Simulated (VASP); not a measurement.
# Sn (C2/c) in VASP: notebook

The runs below take Sn through single point, with PBE.

Everything below comes from runs of VASP 6.6.1. Logs are shortened: lines on timing, memory, paths and dates and some standing lists are left out, and cuts for length are marked.

## Step 1: The cell of the first run

The typed cell holds 2 atoms: a = 4.507 Å, b = 4.507 Å, c = 4.504 Å, α = 97.25°, β = 97.25°, γ = 138.32°.

## Step 2: Single point, PBE

Input file INCAR:

```
SYSTEM = Sn
PREC = Accurate
ENCUT = 520
EDIFF = 1E-7
ISMEAR = -1
SIGMA = 0.1
LREAL = .FALSE.
LASPH = .TRUE.
NELM = 80
ALGO = Normal
ISIF = 2
LWAVE = .FALSE.
LCHARG = .TRUE.
GGA = PE
LELF = .TRUE.
LVHAR = .TRUE.
NBANDS = 21
```

Input file KPOINTS:

```
Automatic mesh
0
G
  6 6 4
  0 0 0
```

Input file POSCAR:

```
Sn
1.0
   -2.9773321019      2.9790067395      1.6030901641
    2.9790067395     -2.9773321019      1.6030901641
    2.9770686048      2.9770686048     -1.6000204619
Sn
2
Direct
    0.0000231878      0.9999768122      1.0000000000
    0.7499768122      0.2500231878      0.5000000000
```

Potentials or basis: VASP PAW PBE potentials, release 64 (Sn_d).

The run is started by

```console
cat potpaw_PBE.64/Sn_d/POTCAR > POTCAR
mpirun -np 1 vasp_std > vasp.out
```

OUTCAR:

```text
SYSTEM = Sn
   PREC = Accurate
   ENCUT = 520
   EDIFF = 1E-7
   ISMEAR = -1
   LREAL = .FALSE.
   LASPH = .TRUE.
   NELM = 80
   ISIF = 2
   GGA = PE

 ion  position               nearest neighbor table
   1  0.000  1.000  0.000-   2 3.08   2 3.08   2 3.08   2 3.08
   2  0.750  0.250  0.500-   1 3.08   1 3.08   1 3.08   1 3.08

  LATTYP: Found a base centered monoclinic cell.
 ALAT       =     3.2061812029
 B/A-ratio  =     2.6272798194
 C/A-ratio  =     1.4047838616
 COS(beta)  =    -0.3545544100

  Lattice vectors:

 A1 = (  -2.9773321019,   2.9790067395,   1.6030901641)
 A2 = (   2.9790067395,  -2.9773321019,   1.6030901641)
 A3 = (   2.9770686048,   2.9770686048,  -1.6000204619)

Analysis of symmetry for initial positions (statically):
=====================================================================
 Subroutine PRICEL returns:
 Original cell was already a primitive cell.

 Routine SETGRP: Setting up the symmetry group for a
 base centered monoclinic supercell.

 Subroutine GETGRP returns: Found  4 space group operations
 (whereof  2 operations were pure point group operations)
 out of a pool of  4 trial point group operations.

The static configuration has the point symmetry C_2 .
 The point group associated with its full space group is C_2h.

Analysis of symmetry for dynamics (positions and initial velocities):
=====================================================================
 Subroutine PRICEL returns:
 Original cell was already a primitive cell.

 Routine SETGRP: Setting up the symmetry group for a
 base centered monoclinic supercell.

 Subroutine GETGRP returns: Found  4 space group operations
 (whereof  2 operations were pure point group operations)
 out of a pool of  4 trial point group operations.

The dynamic configuration has the point symmetry C_2 .
 The point group associated with its full space group is C_2h.

 Subroutine INISYM returns: Found  4 space group operations
 (whereof  2 operations are pure point group operations),
 and found     1 'primitive' translations

----------------------------------------------------------------------------------------

                                     Primitive cell

  volume of cell :      56.8693

  direct lattice vectors                    reciprocal lattice vectors
    -2.977332102  2.979006739  1.603090164    -0.000153283  0.167735084  0.311810085
     2.979006739 -2.977332102  1.603090164     0.167735084 -0.000153283  0.311810085
     2.977068605  2.977068605 -1.600020462     0.167903313  0.167903313 -0.000175397

  length of vectors
     4.506538103  4.506538103  4.503991611     0.354063004  0.354063004  0.237451207

  position of ions in fractional coordinates (direct lattice)
     0.000023188  0.999976812  1.000000000
     0.749976812  0.250023188  0.500000000

  ion indices of the primitive-cell ions
   primitive index   ion index
                 1           1
                 2           2

----------------------------------------------------------------------------------------

 KPOINTS: Automatic mesh

Automatic generation of k-mesh.
 Grid dimensions read from file:
 generate k-points for:    6    6    4

 Generating k-lattice:

  Cartesian coordinates                     Fractional coordinates (reciprocal lattice)
    -0.000025547  0.027955847  0.051968348     0.166666667 -0.000000000  0.000000000
     0.027955847 -0.000025547  0.051968348    -0.000000000  0.166666667  0.000000000
     0.041975828  0.041975828 -0.000043849    -0.000000000 -0.000000000  0.250000000

  Length of vectors
     0.059010501  0.059010501  0.059362802

  Shift w.r.t. Gamma in fractional coordinates (k-lattice)
     0.000000000  0.000000000  0.000000000

 Subroutine IBZKPT returns following result:
 ===========================================

 Found     47 irreducible k-points:

 Following reciprocal coordinates:
            Coordinates               Weight
  0.000000  0.000000  0.000000      1.000000
  0.166667  0.000000  0.000000      4.000000
  0.333333  0.000000  0.000000      4.000000
  0.500000  0.000000  0.000000      2.000000
  0.166667  0.166667  0.000000      2.000000
  0.333333  0.166667  0.000000      4.000000
[... 16 lines left out ...]
 -0.333333  0.166667  0.250000      4.000000
 -0.166667  0.166667  0.250000      4.000000
 [... further k-points ...]
   k-points           NKPTS =     47   k-points in BZ     NKDIM =     47   number of bands    NBANDS=     21
   number of dos      NEDOS =    301   number of ions     NIONS =      2
   total plane-waves  NPLWV =  46656
   dimension x,y,z NGX =    36 NGY =   36 NGZ =   36
   dimension x,y,z NGXF=    72 NGYF=   72 NGZF=   72
   ions per type =               2
   NGX,Y,Z   is equivalent  to a cutoff of  13.28, 13.28, 13.29 a.u.
   NGXF,Y,Z  is equivalent  to a cutoff of  26.56, 26.56, 26.58 a.u.
 SYSTEM =  Sn
   PREC   = accura    normal or accurate (medium, high low for compatibility)
   ISTART =      0    job   : 0-new  1-cont  2-samecut
   ICHARG =      2    charge: 1-file 2-atom 10-const
   ISPIN  =      1    spin polarized calculation?
   LNONCOLLINEAR =      F non collinear calculations
   LSORBIT =      F    spin-orbit coupling
   LASPH  =      T    aspherical Exc in radial PAW
   ENCUT  =  520.0 eV  38.22 Ry    6.18 a.u.   8.38  8.38  8.37*2*pi/ulx,y,z
   NELM   =     80;   NELMIN=  2; NELMDL= -5     # of ELM steps
   EDIFF  = 0.1E-06   stopping-criterion for ELM
   LREAL  =      F    real-space projection
   EDIFFG = 0.1E-05   stopping-criterion for IOM
   NSW    =      0    number of steps for IOM
   IBRION =     -1    ionic relax: 0-MD 1-quasi-New 2-CG
   NFREE  =      0    steps in history (QN), initial steepest desc. (CG)
   ISIF   =      2    stress and relaxation
   ISYM   =      2    0-nonsym 1-usesym 2-fastsym
   POTIM  = 0.5000    time-step for ionic-motion
   TEBEG  =    0.0;   TEEND  =   0.0 temperature during run
   PSTRESS=    0.0 pullay stress
   NELECT =      28.0000    total number of electrons
   NUPDOWN=      -1.0000    fix difference up-down
   EMIN   =  10.00;   EMAX   =-10.00  energy-range for DOS
   EFERMI =   0.00;   METHOD = LEGACY
   ISMEAR =    -1;   SIGMA  =   0.10  broadening in eV -4-tet -1-fermi 0-gaus
   EFERMI_NEDOS =   21; number of points for ismear=-14 and -15
   IALGO  =     38    algorithm
   IMIX   =      4    mixing-type and parameters
     AMIX     =   0.40;   BMIX     =  1.00
     AMIX_MAG =   1.60;   BMIX_MAG =  1.00
  volume/ion in A,a.u.               =      28.43       191.89
  Fermi-wavevector in a.u.,A,eV,Ry     =   1.292711  2.442870 22.736723  1.671102
  Thomas-Fermi vector in A             =   2.424402
   LORBIT       =      0    0 simple, 1 ext, 2 COOP (PROOUT), +10 PAW based schemes
   GGA     = PE    functional components
   LHFCALC =     F    Hartree Fock is set to
   AEXX    =    0.0000 exact exchange contribution
   IVDW    =     0    specifies the selected vdW correction
   LEPSILON=     F    determine dielectric tensor
   LRPA    =     F    only Hartree local field effects (RPA)
 non-spin polarized calculation
  energy-cutoff  :      520.00
  volume of cell :       56.87
 maximum number of plane-waves:      1547
 NGX is ok and might be reduce to    36
   NGX = 17   NGY = 17   NGZ = 17

 number of electron      27.9999994 magnetization

 Free energy of the ion-electron system (eV)
  ---------------------------------------------------
  ext. energy  EPLUGINS =         0.00000000
  ---------------------------------------------------
  free energy    TOTEN  =        -7.65131496 eV

  energy without entropy =       -7.61871404  energy(sigma->0) =       -7.63501450

 E-fermi :   7.4647     XC(G=0): -10.0876

 val. band max:        7.4542627196   @ k =  -0.1667  -0.1667   0.2500
 cond. band min:       7.5170260843   @ k =  -0.1667  -0.3333   0.2500
 fundamental gap:      0.0627633647
 Fermi energy:         7.4647147287

 k-point     1 :       0.0000    0.0000    0.0000
  band No.  band energies     occupation
      1     -14.1791      2.00000
      2     -14.1226      2.00000
      3     -14.0742      2.00000
      4     -14.0679      2.00000
      5     -13.9339      2.00000
      6     -13.9315      2.00000
[... 13 lines left out ...]
     20      16.9255      0.00000
     21      17.6067      0.00000

 k-point     2 :       0.1667    0.0000    0.0000
  band No.  band energies     occupation
      1     -14.1644      2.00000
      2     -14.0746      2.00000
      3     -14.0526      2.00000
      4     -14.0223      2.00000
      5     -13.9612      2.00000
      6     -13.9494      2.00000
[... 13 lines left out ...]
     20      15.4840      0.00000
     21      15.7418      0.00000

 k-point     3 :       0.3333    0.0000    0.0000
  band No.  band energies     occupation
      1     -14.1331      2.00000
      2     -14.0321      2.00000
      3     -14.0233      2.00000
      4     -14.0134      2.00000
      5     -13.9920      2.00000
      6     -13.9638      2.00000
[... 13 lines left out ...]
     20      13.9796      0.00000
     21      16.5092      0.00000

 k-point     4 :       0.5000    0.0000    0.0000
  band No.  band energies     occupation
      1     -14.1166      2.00000
      2     -14.0554      2.00000
      3     -14.0444      2.00000
      4     -14.0044      2.00000
      5     -13.9799      2.00000
      6     -13.9780      2.00000
[... 13 lines left out ...]
     20      16.6693      0.00000
     21      17.1573      0.00000

 k-point     5 :       0.1667    0.1667    0.0000
  band No.  band energies     occupation
      1     -14.1438      2.00000
      2     -14.0303      2.00000
      3     -14.0299      2.00000
      4     -13.9890      2.00000
      5     -13.9827      2.00000
      6     -13.9751      2.00000
[... 13 lines left out ...]
     20      14.5899      0.00000
     21      14.8904      0.00000
[... 382 lines left out ...]
     20      14.3107      0.00000
     21      15.0208      0.00000

 k-point    22 :       0.5000    0.1667    0.2500
  band No.  band energies     occupation
      1     -14.1167      2.00000
      2     -14.0465      2.00000
      3     -14.0331      2.00000
      4     -14.0038      2.00000
      5     -13.9912      2.00000
      6     -13.9457      2.00000
[... 13 lines left out ...]
     20      14.7730      0.00000
     21      16.0857      0.00000

 k-point    23 :      -0.3333    0.1667    0.2500
  band No.  band energies     occupation
      1     -14.1222      2.00000
      2     -14.0783      2.00000
      3     -14.0579      2.00000
      4     -14.0179      2.00000
      5     -13.9595      2.00000
      6     -13.9453      2.00000
[... 13 lines left out ...]
     20      16.1205      0.00000
     21      17.5474      0.00000

 k-point    24 :      -0.1667    0.1667    0.2500
  band No.  band energies     occupation
      1     -14.1350      2.00000
      2     -14.1100      2.00000
      3     -14.1020      2.00000
      4     -14.0220      2.00000
      5     -13.9441      2.00000
      6     -13.9253      2.00000
[... 13 lines left out ...]
     20      17.8561      0.00000
     21      17.9266      0.00000

 [... further k-points ...]

------------------------ aborting loop because EDIFF is reached ----------------------------------------

  FORCE on cell =-STRESS in cart. coord.  units (eV):
  Direction    XX          YY          ZZ          XY          YZ          ZX
  --------------------------------------------------------------------------------------
  -------------------------------------------------------------------------------------
  Total        0.0498232      0.0498232     -0.2036158      0.0937098      0.1423486      0.1423486
  in kB        1.4036664      1.4036664     -5.7364590      2.6400837      4.0103815      4.0103811
  external PRESSURE =      -0.9763754 kB  Pullay stress =       0.0000000 kB

 VOLUME and BASIS-vectors are now :
 -----------------------------------------------------------------------------
  energy-cutoff  :      520.00
  volume of cell :       56.87
      direct lattice vectors                 reciprocal lattice vectors
    -2.977332102  2.979006739  1.603090164    -0.000153283  0.167735084  0.311810085
     2.979006739 -2.977332102  1.603090164     0.167735084 -0.000153283  0.311810085
     2.977068605  2.977068605 -1.600020462     0.167903313  0.167903313 -0.000175397

 POSITION                                       TOTAL-FORCE (eV/Angst)
 -----------------------------------------------------------------------------------
      2.97887     -2.97719      1.60309        -0.030887      0.030887      0.000000
      0.00043      2.97832      0.80308         0.030887     -0.030887     -0.000000
 -----------------------------------------------------------------------------------
    total drift:                                0.000000     -0.000000      0.000000

  FREE ENERGIE OF THE ION-ELECTRON SYSTEM (eV)
  ---------------------------------------------------
  free  energy   TOTEN  =        -7.6513149554 eV

  energy  without entropy=       -7.6187140446  energy(sigma->0) =       -7.63501450
```

Run time: 66 s. Hardware: 1 thread of Intel Xeon 6975P-C, shared host; peak memory 0.22 GiB.

What came out:

```yaml
Free_energy: -7.6513 eV
Pressure: -0.1 GPa
Largest_force: 0.044 eV/Å
Band_gap_on_the_k_mesh: zero (band 14 reaches 8.71 eV, above the bottom of band 15 at 5.15 eV)
```

Forces on the atoms (eV/Å):
```
Sn  -0.031  0.031  0.000
Sn   0.031 -0.031  0.000
```

Stress tensor (GPa, compression positive):
```
 0.14  0.26  0.40
 0.26  0.14  0.40
 0.40  0.40 -0.57
```

Caveat: the k points lie up to 0.37 Å⁻¹ apart; spin-orbit coupling is left out, which moves the levels of the heavy elements.

[end of part 1 of 3]
